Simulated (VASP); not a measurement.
Write the native input for VASP 6.6.1 that does the following.

```yaml
Task: single point
Functional: PBE
Potentials_or_basis: VASP PAW PBE potentials, release 64 (Ag, Br)
Cutoff: 500 eV
k_mesh: 6 × 6 × 4
Occupations: gaussian, width 0.01 eV
Spin: no spin polarisation
Dipole_correction: no
Further_INCAR_settings: ALGO = Normal; EDIFF = 1e-06; NBANDS = 26
```

The structure of AgBr lies in POSCAR:

```
AgBr
1.0
    4.0481077679      0.0000000000      0.0413820344
    0.0000000000      4.0474311444      0.0000000000
   -0.0565217222      0.0000000000      5.7201680985
Ag Br
2 2
Direct
    0.7498190468      0.7500000000      0.7499454562
    0.2501809532      0.2500000000      0.2500545438
    0.2497690821      0.2500000000      0.7500045594
    0.7502309179      0.7500000000      0.2499954406
```

One way to write it, as run:

INCAR

```
SYSTEM = AgBr
  ALGO = Normal
  EDIFF = 1E-6
  ENCUT = 500
  GGA = PE
  GGA_COMPAT = .False.
  ISIF = 2
  ISMEAR = 0
  LASPH = .True.
  LCHARG = .True.
  LELF = .True.
  LREAL = .False.
  LVHAR = .True.
  LWAVE = .False.
  NBANDS = 26
  NELM = 120
  PREC = Accurate
  SIGMA = 0.01
```

KPOINTS

```
k-points
0
Gamma
  6 6 4
  0 0 0
```

Potentials or basis: VASP PAW PBE potentials, release 64 (Ag, Br).

Run with:

```console
$ cat potpaw_PBE.64/Ag/POTCAR potpaw_PBE.64/Br/POTCAR > POTCAR
$ mpirun -np 1 vasp_std > vasp.out
```

Results of the run:

* Pressure: 2.8 GPa
* Band gap on the k mesh: 0.67 eV

It took 93 s on 1 thread of Intel(R) Xeon(R) Platinum 8259CL CPU @ 2.50GHz (Skylake/Cascade Lake) (shared host), peak memory 0.26 GiB.
